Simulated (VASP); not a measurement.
Set up this calculation in VASP 6.6.1, as the native input.

```yaml
Task: single point
Functional: PBE
Potentials_or_basis: VASP PAW PBE potentials, release 64 (Nb_sv)
Cutoff: 520 eV
k_mesh: 3 × 3 × 3
Occupations: gaussian, width 0.1 eV
Spin: no spin polarisation
Dipole_correction: no
Further_INCAR_settings: ALGO = Normal; EDIFF = 1e-06; NBANDS = 54
```

The structure of Nb (a cell with a defect) lies in POSCAR:

```
Nb
1.0
   -3.2755560000      3.2755560000      3.2755560000
    3.2755560000     -3.2755560000      3.2755560000
    3.2755560000      3.2755560000     -3.2755560000
Nb
7
Direct
    0.0006783581      0.0015736260      0.4998371269
    0.0006608038      0.5015794265     -0.0001972184
    0.0006789687      0.5015659937      0.4997989654
    0.5007020182      0.0015632461     -0.0002057666
    0.5006817163      0.0015783580      0.4998125509
    0.5006754578      0.5015632461     -0.0001944708
    0.5006676729      0.5015550032      0.4997843114
```

One way to write it, as run:

INCAR

```
SYSTEM = Nb
ALGO = Normal
EDIFF = 1E-6
ENCUT = 520
GGA = PE
ISIF = 2
ISMEAR = 0
LASPH = .True.
LCHARG = .True.
LELF = .True.
LREAL = .False.
LVHAR = .True.
LWAVE = .False.
NBANDS = 54
NELM = 100
PREC = Accurate
SIGMA = 0.1
```

KPOINTS

```
k-points
0
Gamma
  3 3 3
  0 0 0
```

Potentials or basis: VASP PAW PBE potentials, release 64 (Nb_sv).

The run is started by

```console
$ cat potpaw_PBE.64/Nb_sv/POTCAR > POTCAR
$ mpirun -np 1 vasp_std > vasp.out
```

It gave:

```
Pressure : -5.0 GPa
```

Caveat: the k points lie up to 0.45 Å⁻¹ apart.

Run time: 3.1 min on 1 thread of Intel(R) Xeon(R) Platinum 8488C (Sapphire Rapids), on a shared host, peak memory 0.28 GiB.
